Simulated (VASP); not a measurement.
# Mg3CdIn8S16 (P1) in VASP: single point with PBEsol

Aim: the single point of Mg3CdIn8S16 with PBEsol.

Everything below comes from runs of VASP 6.6.1. Logs are shortened: lines on timing, memory, paths and dates and some standing lists are left out, and cuts for length are marked.

## Step 1: The cell of the first run

The typed cell holds 56 atoms: a = 10.783 Å, b = 10.783 Å, c = 10.783 Å, α = 90.00°, β = 90.00°, γ = 90.00°.

## Step 2: Single point, PBEsol

Input file INCAR:

```
SYSTEM = Mg3CdIn8S16
PREC     = Accurate       ! precision mode
ENCUT    = 520            ! plane-wave cutoff, eV
EDIFF    = 1E-6           ! SCF threshold, eV
ISMEAR   = -1             ! smearing method
SIGMA    = 0.05           ! smearing width, eV
LREAL    = Auto         
LASPH    = .TRUE.         ! aspherical terms in the spheres
NELM     = 100            ! most SCF steps
ALGO     = Normal         ! electronic algorithm
ISIF     = 2              ! what is computed and relaxed
LWAVE    = .FALSE.        ! write WAVECAR
LCHARG   = .FALSE.        ! write CHGCAR
GGA      = PS             ! functional
NBANDS   = 252            ! bands
ISYM     = 0
```

Input file KPOINTS:

```
Automatic mesh
0
Gamma
  1 1 1
  0.25 0.25 0.25
```

Input file POSCAR:

```
Mg3CdIn8S16
1.0
   10.7830599571      0.0000000000      0.0000000000
    0.0000000000     10.7830599571      0.0000000000
    0.0000000000      0.0000000000     10.7830599571
Mg In S Cd
6 16 32 2
Direct
    0.8754950000      0.3755160000      0.3755280000
    0.3750480000      0.3750100000      0.8745670000
    0.1250550000      0.1251620000      0.1246850000
    0.8754330000      0.8755290000      0.8749520000
    0.6254740000      0.1253050000      0.6252440000
    0.1251800000      0.6248360000      0.6249260000
    0.5002070000      0.0021170000      0.9982840000
    0.7506350000      0.2490170000      0.9995270000
    0.7524380000      0.0026170000      0.2502530000
    0.0008010000      0.4995280000      0.9993560000
    0.2478940000      0.7500280000      0.9976620000
    0.9996120000      0.0013920000      0.5006860000
    0.5001070000      0.4986160000      0.5017870000
    0.2499120000      0.2513690000      0.5006460000
    0.2483420000      0.4976320000      0.2493400000
    0.5003870000      0.2500660000      0.2501770000
    0.7527060000      0.7505730000      0.5025190000
    0.2497350000      0.0008590000      0.7510100000
    0.7507420000      0.4995290000      0.7487850000
    0.0002780000      0.7501100000      0.2503250000
    0.0000570000      0.2502740000      0.7502480000
    0.5001960000      0.7501800000      0.7502300000
    0.5104810000      0.0095580000      0.2401970000
    0.7433580000      0.2443080000      0.2424040000
    0.5078050000      0.2438050000      0.0071520000
    0.7429830000      0.0074220000      0.0072730000
    0.0065350000      0.5071370000      0.2419530000
    0.2407090000      0.7397520000      0.2395940000
    0.0062530000      0.7421020000      0.0071190000
    0.2425620000      0.5070240000      0.0065900000
    0.0071690000      0.0079440000      0.7430570000
    0.2424660000      0.2432440000      0.7431230000
    0.0073140000      0.2437330000      0.5079640000
    0.2409880000      0.0099640000      0.5096580000
    0.2573340000      0.2560850000      0.2577460000
    0.4902310000      0.4907050000      0.2599710000
    0.4926530000      0.2568380000      0.4930250000
    0.2573310000      0.4930150000      0.4923980000
    0.5078070000      0.5073190000      0.7433200000
    0.7433260000      0.7423150000      0.7439940000
    0.5107280000      0.7404450000      0.5096660000
    0.7429390000      0.5075540000      0.5071310000
    0.7599440000      0.7606730000      0.2603980000
    0.9941180000      0.9933150000      0.2581690000
    0.9942940000      0.7585390000      0.4932510000
    0.7580160000      0.9934360000      0.4932110000
    0.7578030000      0.2570780000      0.7570480000
    0.9931880000      0.4926740000      0.7569620000
    0.9932110000      0.2572930000      0.9926190000
    0.7594830000      0.4904070000      0.9901550000
    0.2571300000      0.7580800000      0.7561010000
    0.4925060000      0.9932050000      0.7567260000
    0.4899940000      0.7601170000      0.9907400000
    0.2574480000      0.9929380000      0.9927150000
    0.3752420000      0.8743460000      0.3745930000
    0.6256370000      0.6256090000      0.1255040000
```

Potentials or basis: VASP PAW PBE potentials, release 64 (Mg, In_d, S, Cd).

Run with:

```sh
> cat potpaw_PBE.64/Mg/POTCAR potpaw_PBE.64/In_d/POTCAR potpaw_PBE.64/S/POTCAR potpaw_PBE.64/Cd/POTCAR > POTCAR
> mpirun -np 1 vasp_std > vasp.out
```

OUTCAR:

```text
SYSTEM = Mg3CdIn8S16
   PREC = Accurate
   ENCUT = 520
   EDIFF = 1E-6
   ISMEAR = -1
   LREAL = Auto
   LASPH = .TRUE.
   NELM = 100
   ISIF = 2
   GGA = PS
   ISYM = 0

 ion  position               nearest neighbor table
   1  0.875  0.376  0.376-  33 2.47  42 2.47  27 2.47  24 2.47
   2  0.375  0.375  0.875-  32 2.46  39 2.47  30 2.47  25 2.47
   3  0.125  0.125  0.125-  49 2.47  35 2.47  44 2.47  54 2.47
   4  0.875  0.876  0.875-  31 2.47  40 2.47  29 2.47  26 2.47
   5  0.625  0.125  0.625-  47 2.46  46 2.47  52 2.47  37 2.47
   6  0.125  0.625  0.625-  48 2.47  45 2.47  51 2.47  38 2.47
   7  0.500  0.002  0.998-  52 2.61  25 2.61  23 2.61  53 2.61  54 2.62  26 2.62   8 3.79  18 3.80
                            16 3.81  22 3.81   9 3.84  11 3.85
   8  0.751  0.249  1.000-  50 2.61  26 2.61  47 2.62  49 2.62  25 2.62  24 2.62   9 3.79   7 3.79
                            21 3.80  10 3.82  16 3.82  19 3.82
   9  0.752  0.003  0.250-  44 2.61  24 2.61  23 2.61  43 2.61  46 2.62  26 2.62   8 3.79  12 3.79
                            16 3.81  20 3.82   7 3.84  17 3.85
  10  0.001  0.500  0.999-  50 2.61  30 2.61  49 2.61  48 2.62  29 2.62  27 2.62  15 3.79  11 3.79
                            21 3.80  19 3.82   8 3.82  20 3.82
  11  0.248  0.750  0.998-  51 2.61  29 2.61  28 2.61  53 2.61  54 2.62  30 2.62  18 3.79  10 3.79
                            22 3.81  20 3.81  15 3.84   7 3.85
  12  1.000  0.001  0.501-  34 2.61  46 2.61  33 2.62  31 2.62  44 2.62  45 2.62   9 3.79  17 3.80
[... 53 lines left out ...]
  55  0.375  0.874  0.375-  28 2.52  41 2.52  23 2.52  34 2.52
  56  0.626  0.626  0.126-  43 2.52  50 2.52  36 2.52  53 2.52

IMPORTANT INFORMATION: All symmetrisations will be switched off!
NOSYMM: (Re-)initialisation of all symmetry stuff for point group C_1.

----------------------------------------------------------------------------------------

                                     Primitive cell

  volume of cell :    1253.7936

  direct lattice vectors                    reciprocal lattice vectors
    10.783059957  0.000000000  0.000000000     0.092738054  0.000000000  0.000000000
     0.000000000 10.783059957  0.000000000     0.000000000  0.092738054  0.000000000
     0.000000000  0.000000000 10.783059957     0.000000000  0.000000000  0.092738054

  length of vectors
    10.783059957 10.783059957 10.783059957     0.092738054  0.092738054  0.092738054

  position of ions in fractional coordinates (direct lattice)
     0.875495000  0.375516000  0.375528000
     0.375048000  0.375010000  0.874567000
     0.125055000  0.125162000  0.124685000
     0.875433000  0.875529000  0.874952000
[... 167 lines left out ...]
   NFREE  =      0    steps in history (QN), initial steepest desc. (CG)
   ISIF   =      2    stress and relaxation
   ISYM   =      0    0-nonsym 1-usesym 2-fastsym
   POTIM  = 0.5000    time-step for ionic-motion
   TEBEG  =    0.0;   TEEND  =   0.0 temperature during run
   PSTRESS=    0.0 pullay stress
   NELECT =     436.0000    total number of electrons
   NUPDOWN=      -1.0000    fix difference up-down
   EMIN   =  10.00;   EMAX   =-10.00  energy-range for DOS
   EFERMI =   0.00;   METHOD = LEGACY
   ISMEAR =    -1;   SIGMA  =   0.05  broadening in eV -4-tet -1-fermi 0-gaus
   EFERMI_NEDOS =   21; number of points for ismear=-14 and -15
   IALGO  =     38    algorithm
   IMIX   =      4    mixing-type and parameters
     AMIX     =   0.40;   BMIX     =  1.00
     AMIX_MAG =   1.60;   BMIX_MAG =  1.00
  volume/ion in A,a.u.               =      22.39       151.09
  Fermi-wavevector in a.u.,A,eV,Ry     =   1.151229  2.175507 18.032178  1.325328
  Thomas-Fermi vector in A             =   2.287888
   LORBIT       =      0    0 simple, 1 ext, 2 COOP (PROOUT), +10 PAW based schemes
   GGA     = PS    functional components
   LHFCALC =     F    Hartree Fock is set to
   AEXX    =    0.0000 exact exchange contribution
   IVDW    =     0    specifies the selected vdW correction
   LEPSILON=     F    determine dielectric tensor
   LRPA    =     F    only Hartree local field effects (RPA)
 non-spin polarized calculation
  energy-cutoff  :      520.00
  volume of cell :     1253.79
 maximum number of plane-waves:     33746
   NGX = 41   NGY = 41   NGZ = 41

 number of electron     435.9999927 magnetization

 Free energy of the ion-electron system (eV)
  ---------------------------------------------------
  ext. energy  EPLUGINS =         0.00000000
  ---------------------------------------------------
  free energy    TOTEN  =      -244.79344844 eV

  energy without entropy =     -244.79344844  energy(sigma->0) =     -244.79344844

 E-fermi :   4.9396     XC(G=0):  -9.6272

 val. band max:        3.7762097398   @ k =  -0.2500  -0.2500   0.2500
 cond. band min:       6.0751740578   @ k =  -0.2500  -0.2500   0.2500
 fundamental gap:      2.2989643180
 Fermi energy:         4.9395759675

 k-point     1 :       0.2500    0.2500    0.2500
  band No.  band energies     occupation
      1     -10.1281      2.00000
      2     -10.0833      2.00000
      3     -10.0807      2.00000
      4     -10.0790      2.00000
      5     -10.0716      2.00000
      6     -10.0666      2.00000
[... 921 lines left out ...]
    229       7.0940      0.00000
    230       7.0983      0.00000
 [bands above 230 left out]

------------------------ aborting loop because EDIFF is reached ----------------------------------------

  FORCE on cell =-STRESS in cart. coord.  units (eV):
  Direction    XX          YY          ZZ          XY          YZ          ZX
  --------------------------------------------------------------------------------------
  -------------------------------------------------------------------------------------
  Total       -0.1430908     -0.1518716     -0.0896089      0.0629085     -0.0280646      0.0602730
  in kB       -0.1828505     -0.1940712     -0.1145080      0.0803884     -0.0358627      0.0770206
  external PRESSURE =      -0.1638099 kB  Pullay stress =       0.0000000 kB

 VOLUME and BASIS-vectors are now :
 -----------------------------------------------------------------------------
  energy-cutoff  :      520.00
  volume of cell :     1253.79
      direct lattice vectors                 reciprocal lattice vectors
    10.783059957  0.000000000  0.000000000     0.092738054  0.000000000  0.000000000
     0.000000000 10.783059957  0.000000000     0.000000000  0.092738054  0.000000000
     0.000000000  0.000000000 10.783059957     0.000000000  0.000000000  0.092738054

 POSITION                                       TOTAL-FORCE (eV/Angst)
 -----------------------------------------------------------------------------------
      9.44052      4.04921      4.04934        -0.002875     -0.001146     -0.005110
      4.04417      4.04376      9.43051         0.004577      0.005191      0.011548
      1.34848      1.34963      1.34449         0.008364     -0.005203     -0.001296
      9.43985      9.44088      9.43466        -0.003525     -0.002041      0.008260
      6.74452      1.35117      6.74204        -0.007338     -0.007057     -0.006538
      1.34982      6.73764      6.73861         0.006312     -0.001917     -0.001663
[... 48 lines left out ...]
      4.04626      9.42813      4.03926        -0.002486      0.020753      0.012047
      6.74628      6.74598      1.35332        -0.011940     -0.005460     -0.010017
 -----------------------------------------------------------------------------------
    total drift:                                0.016059      0.022340     -0.031630

  FREE ENERGIE OF THE ION-ELECTRON SYSTEM (eV)
  ---------------------------------------------------
  free  energy   TOTEN  =      -244.7934484403 eV

  energy  without entropy=     -244.7934484391  energy(sigma->0) =     -244.79344844
```

Run time: 41 min. Hardware: 1 thread of Intel Xeon Platinum 8259CL at 2.50GHz (Skylake/Cascade Lake), shared host; peak memory 1.5 GiB.

What came out:

| Quantity | Value |
| --- | --- |
| Free energy | -244.7934 eV |
| Pressure | 0.0 GPa |
| Largest force | 0.042 eV/Å |
| Band gap on the k mesh | 2.30 eV |

Forces on the atoms (eV/Å):
```
Mg  -0.003 -0.001 -0.005
Mg   0.005  0.005  0.012
Mg   0.008 -0.005 -0.001
Mg  -0.004 -0.002  0.008
Mg  -0.007 -0.007 -0.007
Mg   0.006 -0.002 -0.002
In  -0.004  0.012 -0.016
In   0.017 -0.019 -0.009
In   0.005  0.011  0.009
In   0.023 -0.010 -0.015
In  -0.005 -0.002 -0.008
In  -0.010  0.025  0.021
In   0.000 -0.017  0.013
In  -0.007  0.035  0.021
In  -0.015 -0.007  0.003
In  -0.017  0.003 -0.008
In   0.008 -0.005 -0.002
In  -0.006  0.016  0.026
In   0.013 -0.008 -0.032
In  -0.005 -0.002 -0.019
In   0.006 -0.009 -0.007
In  -0.004  0.000 -0.006
S    0.025  0.010 -0.024
S   -0.004 -0.009 -0.008
S    0.009  0.008  0.001
S    0.021 -0.002 -0.005
S   -0.006  0.002  0.015
S   -0.009 -0.026 -0.022
S   -0.004  0.018  0.002
S    0.011 -0.001 -0.001
S    0.001  0.003  0.015
S    0.001  0.005  0.000
S    0.001  0.002 -0.006
S   -0.026  0.022  0.021
S    0.004  0.005  0.008
S   -0.024 -0.007  0.018
S   -0.003 -0.014  0.008
S   -0.012  0.003  0.013
S    0.008 -0.006  0.020
S   -0.006  0.001  0.005
S    0.017 -0.023  0.007
S    0.020 -0.003  0.006
S    0.005  0.019  0.030
S    0.006 -0.002 -0.017
S    0.003 -0.017 -0.001
S   -0.015  0.005  0.003
S   -0.001  0.000 -0.003
S    0.003 -0.006 -0.011
S   -0.003 -0.020 -0.009
S    0.029 -0.023 -0.020
S    0.006 -0.002 -0.003
S    0.002  0.002 -0.021
S   -0.021  0.023 -0.010
S   -0.024  0.008  0.006
Cd  -0.002  0.021  0.012
Cd  -0.012 -0.005 -0.010
```

Caveat: the PAW data sets were made with another functional, which shifts forces and pressure a little; spin-orbit coupling is left out, which moves the levels of the heavy elements; a shifted mesh leaves out Γ, where band edges can lie.
